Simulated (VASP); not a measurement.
# Ni (P6/mmm) in VASP: further runs, part 2 of 2

VASP 6.6.1. The steps go on from the part before.

**3. Single point, PBE (10.62 Å³/atom)**

This run uses another cell than the first one, of 10.62 Å³/atom.

Input file INCAR:

```
SYSTEM = Ni
  ALGO = Normal
  EDIFF = 1E-7
  ENCUT = 520
  GGA = PE
  ISIF = 2
  ISMEAR = -1
  LASPH = .True.
  LCHARG = .False.
  LREAL = .False.
  LWAVE = .False.
  NBANDS = 22
  NELM = 100
  PREC = Accurate
  SIGMA = 0.1
```

Input file KPOINTS:

```
k-points
0
Gamma
  12 12 17
  0 0 0
```

Input file POSCAR:

```
Ni
1.0
    3.9398876564      0.0000000000      0.0000000000
   -1.9699438282      3.4120427985      0.0000000000
    0.0000000000      0.0000000000      2.3702768120
Ni
3
Direct
    0.0000000000      1.0000000000      1.0000000000
    0.3333333333      0.6666666667      0.5000000000
    0.6666666667      0.3333333333      0.5000000000
```

Potentials or basis: VASP PAW PBE potentials, release 64 (Ni).

Started as:

```console
> cat potpaw_PBE.64/Ni/POTCAR > POTCAR
> mpirun -np 1 vasp_std > vasp.out
```

OUTCAR:

```text
SYSTEM = Ni
   EDIFF = 1E-7
   ENCUT = 520
   GGA = PE
   ISIF = 2
   ISMEAR = -1
   LASPH = .True.
   LREAL = .False.
   NELM = 100
   PREC = Accurate

 ion  position               nearest neighbor table
   1  0.000  0.000  0.000-   2 2.56   3 2.56   2 2.56   3 2.56   3 2.56   3 2.56   2 2.56   2 2.56
                             3 2.56   3 2.56   2 2.56   2 2.56
   2  0.333  0.667  0.500-   3 2.27   3 2.27   3 2.27   1 2.56   1 2.56   1 2.56   1 2.56   1 2.56
                             1 2.56
   3  0.667  0.333  0.500-   2 2.27   2 2.27   2 2.27   1 2.56   1 2.56   1 2.56   1 2.56   1 2.56
                             1 2.56

  LATTYP: Found a hexagonal cell.
 ALAT       =     3.9398876564
 C/A-ratio  =     0.6016102536

  Lattice vectors:

 A1 = (   3.9398876564,   0.0000000000,   0.0000000000)
 A2 = (  -1.9699438282,   3.4120427985,   0.0000000000)
 A3 = (   0.0000000000,   0.0000000000,   2.3702768120)

Analysis of symmetry for initial positions (statically):
=====================================================================
 Subroutine PRICEL returns:
 Original cell was already a primitive cell.

 Routine SETGRP: Setting up the symmetry group for a
 hexagonal supercell.

 Subroutine GETGRP returns: Found 24 space group operations
 (whereof 24 operations were pure point group operations)
 out of a pool of 24 trial point group operations.

The static configuration has the point symmetry D_6h.

Analysis of symmetry for dynamics (positions and initial velocities):
=====================================================================
 Subroutine PRICEL returns:
 Original cell was already a primitive cell.

 Routine SETGRP: Setting up the symmetry group for a
 hexagonal supercell.

 Subroutine GETGRP returns: Found 24 space group operations
 (whereof 24 operations were pure point group operations)
 out of a pool of 24 trial point group operations.

The dynamic configuration has the point symmetry D_6h.

 Subroutine INISYM returns: Found 24 space group operations
 (whereof 24 operations are pure point group operations),
 and found     1 'primitive' translations

----------------------------------------------------------------------------------------

                                     Primitive cell

  volume of cell :      31.8638

  direct lattice vectors                    reciprocal lattice vectors
     3.939887656  0.000000000  0.000000000     0.253814344  0.146539780  0.000000000
    -1.969943828  3.412042798  0.000000000     0.000000000  0.293079559  0.000000000
     0.000000000  0.000000000  2.370276812     0.000000000  0.000000000  0.421891652

  length of vectors
     3.939887656  3.939887656  2.370276812     0.293079559  0.293079559  0.421891652

  position of ions in fractional coordinates (direct lattice)
     0.000000000  0.000000000  0.000000000
     0.333333333  0.666666667  0.500000000
     0.666666667  0.333333333  0.500000000

  ion indices of the primitive-cell ions
   primitive index   ion index
                 1           1
                 2           2
                 3           3

----------------------------------------------------------------------------------------

 KPOINTS: k-points

Automatic generation of k-mesh.
 Grid dimensions read from file:
 generate k-points for:   12   12   17

 Generating k-lattice:

  Cartesian coordinates                     Fractional coordinates (reciprocal lattice)
     0.021151195  0.012211648  0.000000000     0.083333333 -0.000000000  0.000000000
     0.000000000  0.024423297  0.000000000     0.000000000  0.083333333  0.000000000
     0.000000000  0.000000000  0.024817156     0.000000000  0.000000000  0.058823529

  Length of vectors
     0.024423297  0.024423297  0.024817156

  Shift w.r.t. Gamma in fractional coordinates (k-lattice)
     0.000000000  0.000000000  0.000000000

 Subroutine IBZKPT returns following result:
 ===========================================

 Found    171 irreducible k-points:

 Following reciprocal coordinates:
            Coordinates               Weight
  0.000000  0.000000  0.000000      1.000000
  0.083333  0.000000  0.000000      6.000000
  0.166667  0.000000  0.000000      6.000000
  0.250000  0.000000  0.000000      6.000000
  0.333333  0.000000  0.000000      6.000000
  0.416667  0.000000  0.000000      6.000000
[... 16 lines left out ...]
  0.250000  0.000000  0.058824     12.000000
  0.333333  0.000000  0.058824     12.000000
 [... further k-points ...]
   k-points           NKPTS =    171   k-points in BZ     NKDIM =    171   number of bands    NBANDS=     22
   number of dos      NEDOS =    301   number of ions     NIONS =      3
   total plane-waves  NPLWV =  16200
   dimension x,y,z NGX =    30 NGY =   30 NGZ =   18
   dimension x,y,z NGXF=    60 NGYF=   60 NGZF=   36
   ions per type =               3
   NGX,Y,Z   is equivalent  to a cutoff of  12.66, 12.66, 12.62 a.u.
   NGXF,Y,Z  is equivalent  to a cutoff of  25.32, 25.32, 25.25 a.u.
 SYSTEM =  Ni
   PREC   = accura    normal or accurate (medium, high low for compatibility)
   ISTART =      0    job   : 0-new  1-cont  2-samecut
   ICHARG =      2    charge: 1-file 2-atom 10-const
   ISPIN  =      1    spin polarized calculation?
   LNONCOLLINEAR =      F non collinear calculations
   LSORBIT =      F    spin-orbit coupling
   LASPH  =      T    aspherical Exc in radial PAW
   ENCUT  =  520.0 eV  38.22 Ry    6.18 a.u.   7.33  7.33  4.41*2*pi/ulx,y,z
   NELM   =    100;   NELMIN=  2; NELMDL= -5     # of ELM steps
   EDIFF  = 0.1E-06   stopping-criterion for ELM
   LREAL  =      F    real-space projection
   EDIFFG = 0.1E-05   stopping-criterion for IOM
   NSW    =      0    number of steps for IOM
   IBRION =     -1    ionic relax: 0-MD 1-quasi-New 2-CG
   NFREE  =      0    steps in history (QN), initial steepest desc. (CG)
   ISIF   =      2    stress and relaxation
   ISYM   =      2    0-nonsym 1-usesym 2-fastsym
   POTIM  = 0.5000    time-step for ionic-motion
   TEBEG  =    0.0;   TEEND  =   0.0 temperature during run
   PSTRESS=    0.0 pullay stress
   NELECT =      30.0000    total number of electrons
   NUPDOWN=      -1.0000    fix difference up-down
   EMIN   =  10.00;   EMAX   =-10.00  energy-range for DOS
   EFERMI =   0.00;   METHOD = LEGACY
   ISMEAR =    -1;   SIGMA  =   0.10  broadening in eV -4-tet -1-fermi 0-gaus
   EFERMI_NEDOS =   21; number of points for ismear=-14 and -15
   IALGO  =     38    algorithm
   IMIX   =      4    mixing-type and parameters
     AMIX     =   0.40;   BMIX     =  1.00
     AMIX_MAG =   1.60;   BMIX_MAG =  1.00
  volume/ion in A,a.u.               =      10.62        71.68
  Fermi-wavevector in a.u.,A,eV,Ry     =   1.604536  3.032133 35.028684  2.574536
  Thomas-Fermi vector in A             =   2.701025
   LORBIT       =      0    0 simple, 1 ext, 2 COOP (PROOUT), +10 PAW based schemes
   GGA     = PE    functional components
   LHFCALC =     F    Hartree Fock is set to
   AEXX    =    0.0000 exact exchange contribution
   IVDW    =     0    specifies the selected vdW correction
   LEPSILON=     F    determine dielectric tensor
   LRPA    =     F    only Hartree local field effects (RPA)
 non-spin polarized calculation
  energy-cutoff  :      520.00
  volume of cell :       31.86
 maximum number of plane-waves:       903
 NGX is ok and might be reduce to    30
   NGX = 15   NGY = 15   NGZ =  9

 number of electron      30.0000000 magnetization

 Free energy of the ion-electron system (eV)
  ---------------------------------------------------
  ext. energy  EPLUGINS =         0.00000000
  ---------------------------------------------------
  free energy    TOTEN  =       -16.03600168 eV

  energy without entropy =      -15.78595804  energy(sigma->0) =      -15.91097986

 E-fermi :   9.5772     XC(G=0): -13.3866

 val. band max:        9.5764100040   @ k =   0.1667   0.0833   0.0588
 cond. band min:       9.5787212757   @ k =   0.3333   0.2500   0.2353
 fundamental gap:      0.0023112717
 Fermi energy:         9.5772297406

 k-point     1 :       0.0000    0.0000    0.0000
  band No.  band energies     occupation
      1       0.5398      2.00000
      2       5.5845      2.00000
      3       6.7472      2.00000
      4       6.7472      2.00000
      5       6.7649      2.00000
      6       6.7649      2.00000
[... 574 lines left out ...]
      6       7.0155      2.00000
[... 14 lines left out ...]
     21      22.7605      0.00000
     22      25.8576      0.00000

 [... further k-points ...]

------------------------ aborting loop because EDIFF is reached ----------------------------------------

  FORCE on cell =-STRESS in cart. coord.  units (eV):
  Direction    XX          YY          ZZ          XY          YZ          ZX
  --------------------------------------------------------------------------------------
  -------------------------------------------------------------------------------------
  Total        1.7189692      1.7189692      1.6162198     -0.0000000     -0.0000000     -0.0000000
  in kB       86.4333422     86.4333422     81.2668904     -0.0000000     -0.0000000     -0.0000000
  external PRESSURE =      84.7111916 kB  Pullay stress =       0.0000000 kB

 VOLUME and BASIS-vectors are now :
 -----------------------------------------------------------------------------
  energy-cutoff  :      520.00
  volume of cell :       31.86
      direct lattice vectors                 reciprocal lattice vectors
     3.939887656  0.000000000  0.000000000     0.253814344  0.146539780  0.000000000
    -1.969943828  3.412042798  0.000000000     0.000000000  0.293079559  0.000000000
     0.000000000  0.000000000  2.370276812     0.000000000  0.000000000  0.421891652

 POSITION                                       TOTAL-FORCE (eV/Angst)
 -----------------------------------------------------------------------------------
      0.00000      0.00000      0.00000         0.000000      0.000000      0.000000
     -0.00000      2.27470      1.18514        -0.000000      0.000000     -0.000000
      1.96994      1.13735      1.18514         0.000000      0.000000      0.000000
 -----------------------------------------------------------------------------------
    total drift:                               -0.000000      0.000000      0.000000

  FREE ENERGIE OF THE ION-ELECTRON SYSTEM (eV)
  ---------------------------------------------------
  free  energy   TOTEN  =       -16.0360016817 eV

  energy  without entropy=      -15.7859580382  energy(sigma->0) =      -15.91097986
```

OSZICAR:

```text
N       E                     dE             d eps       ncg     rms          rms(c)
DAV:   1     0.169631505625E+03    0.16963E+03   -0.13859E+04  7828   0.197E+03
DAV:   2    -0.114328427603E+02   -0.18106E+03   -0.17154E+03  7542   0.320E+02
DAV:   3    -0.189291724071E+02   -0.74963E+01   -0.71831E+01  8220   0.909E+01
DAV:   4    -0.190307791990E+02   -0.10161E+00   -0.10155E+00  9558   0.954E+00
DAV:   5    -0.190335137435E+02   -0.27345E-02   -0.27344E-02  8808   0.138E+00    0.171E+01
DAV:   6    -0.170840446759E+02    0.19495E+01   -0.21594E+01  8232   0.808E+01    0.113E+01
DAV:   7    -0.187676939640E+02   -0.16836E+01   -0.19964E+01  8826   0.936E+01    0.218E+01
DAV:   8    -0.160653712412E+02    0.27023E+01   -0.74516E+00  8752   0.514E+01    0.270E+00
DAV:   9    -0.160440458863E+02    0.21325E-01   -0.28798E-01  8124   0.645E+00    0.113E+00
DAV:  10    -0.160360883939E+02    0.79575E-02   -0.16492E-02  9820   0.194E+00    0.216E-01
DAV:  11    -0.160359856825E+02    0.10271E-03   -0.17426E-03  9246   0.723E-01    0.832E-02
DAV:  12    -0.160360026553E+02   -0.16973E-04   -0.21369E-04 10282   0.258E-01    0.344E-02
DAV:  13    -0.160360039366E+02   -0.12813E-05   -0.27761E-05  9554   0.953E-02    0.939E-03
DAV:  14    -0.160360020695E+02    0.18671E-05   -0.24593E-06  8492   0.190E-02    0.258E-03
DAV:  15    -0.160360016692E+02    0.40031E-06   -0.16435E-07  5816   0.465E-03    0.135E-03
DAV:  16    -0.160360016817E+02   -0.12444E-07   -0.31385E-08  4386   0.335E-03
   1 F= -.16036002E+02 E0= -.15910980E+02  d E =-.250044E+00
```

Run time: 48 s. Hardware: 1 thread of AMD EPYC 9R45 (Zen 5), shared host; peak memory 0.18 GiB.

What came out:

```yaml
Free_energy: -16.0360 eV
Pressure: 8.5 GPa
Band_gap_on_the_k_mesh: zero (bands 15 and 16 overlap by 0.61 eV)
```

Stress tensor (GPa, compression positive):
```
8.64 0.00 0.00
0.00 8.64 0.00
0.00 0.00 8.13
```

Levels at points of the mesh, in eV from the Fermi level:
```tsv
k point	band 14	band 15	band 16	band 17	band 18	band 19
(0.00, 0.00, 0.00)	-1.02	0.07	0.07	6.43	6.43	6.45
(0.50, 0.00, 0.00)	-0.23	-0.20	-0.13	0.11	0.15	6.72
```

Caveat: the cell stands under pressure; the run has no spin polarisation, though such a crystal can be magnetic. Spin polarisation is off, so any magnetic state and its effect on volume and gap are missing.
